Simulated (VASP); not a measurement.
Wanted: the native input for a VASP 6.6.1 run.

```yaml
Task: relaxation of cell and atoms
Functional: r2SCAN
Potentials_or_basis: VASP PAW PBE potentials, release 64 (V_sv, Ge_d)
Cutoff: 550 eV
k_mesh: 4 × 4 × 4
Occupations: gaussian, width 0.1 eV
Spin: collinear spin, ferromagnetic start
Starting_moments: "[1.46, 1.46, 0.0, 0.0, 0.0, 0.0, 0.0, 0.0] μB"
Dipole_correction: no
Further_INCAR_settings: ALGO = Normal; EDIFF = 1e-07; IBRION = 2; EDIFFG = -0.05; NSW = 100; ISIF = 3
```

The system is VGe3.

```
V Ge
1.0
     4.76800    0.00000    0.00000
     0.00000    4.76800    0.00000
     0.00000    0.00000    4.76800
V Ge
2 6
Direct
  0.00000 0.00000 0.00000
  0.50000 0.50000 0.50000
  0.25000 0.00000 0.50000
  0.50000 0.75000 0.00000
  0.75000 0.00000 0.50000
  0.50000 0.25000 0.00000
  0.00000 0.50000 0.75000
  0.00000 0.50000 0.25000
```

The input as run:

POSCAR

```
VGe3
1.0
    4.7680000000      0.0000000000      0.0000000000
    0.0000000000      4.7680000000      0.0000000000
    0.0000000000      0.0000000000      4.7680000000
V Ge
2 6
Direct
    0.0000000000      0.0000000000      0.0000000000
    0.5000000000      0.5000000000      0.5000000000
    0.2500000000      0.0000000000      0.5000000000
    0.5000000000      0.7500000000      0.0000000000
    0.7500000000      0.0000000000      0.5000000000
    0.5000000000      0.2500000000      0.0000000000
    0.0000000000      0.5000000000      0.7500000000
    0.0000000000      0.5000000000      0.2500000000
```

INCAR.step1

```
ALGO = Normal
EDIFF = 1E-5
EDIFFG = -0.005
ENCUT = 550
GGA = PE
GGA_COMPAT = F
IBRION = 2
ISIF = 3
ISMEAR = 0
ISPIN = 2
KPAR = 4
LASPH = T
LCHARG = F
LMAXMIX = 4
LREAL = F
LWAVE = T
MAGMOM = 1.46 1.46 0 0 0 0 0 0
NELM = 200
NELMIN = 4
NSW = 100
PREC = Accurate
SIGMA = 0.1
```

INCAR.step2

```
ALGO = Normal
EDIFF = 1E-7
EDIFFG = -0.05
ENCUT = 550
GGA_COMPAT = F
IBRION = 2
ISIF = 3
ISMEAR = 0
ISPIN = 2
ISTART = 1
KPAR = 4
LASPH = T
LCHARG = F
LMAXMIX = 4
LMIXTAU = T
LORBIT = 11
LREAL = F
LWAVE = F
MAGMOM = 1.46 1.46 0 0 0 0 0 0
METAGGA = R2SCAN
NELM = 200
NELMIN = 4
NSW = 100
PREC = Accurate
SIGMA = 0.1
```

KPOINTS

```
k-points
0
Gamma
  4 4 4
```

Potentials or basis: VASP PAW PBE potentials, release 64 (V_sv, Ge_d).

The run is started by

```bash
$ cat potpaw_PBE.64/V_sv/POTCAR potpaw_PBE.64/Ge_d/POTCAR > POTCAR
$ cp INCAR.step1 INCAR
$ mpirun -np 4 vasp_std > vasp.out
$ cp INCAR.step2 INCAR
$ mpirun -np 4 vasp_std > vasp.out
```

It gave:

The relaxed volume is 15.79 Å³/atom and the relaxed cell is a = 5.018 Å, b = 5.018 Å, c = 5.018 Å, α = 90.00°, β = 90.00°, γ = 90.00°. The space group after relaxing (to 0.1 Å) is Pm-3n (No. 223). The energy gained by relaxing is 144.7 meV/atom. The ionic steps are 3. The pressure after relaxing is -0.2 GPa and the band gap on the k mesh is zero (filled and empty bands overlap). The net moment is 0.00 μB per cell and the valence electrons inside the program's atomic spheres are V 11.40; Ge 12.36.

Caveat: the volume moved by over 15 % at a fixed basis, so the end points are rough; the moments typed at the start vanished in this run; the PAW data sets were made with another functional, which shifts forces and pressure a little.

It took 13 min on 4 MPI ranks on AMD EPYC 9R45 96-Core Processor (Zen 5) (shared host), peak memory 0.34 GiB a rank.
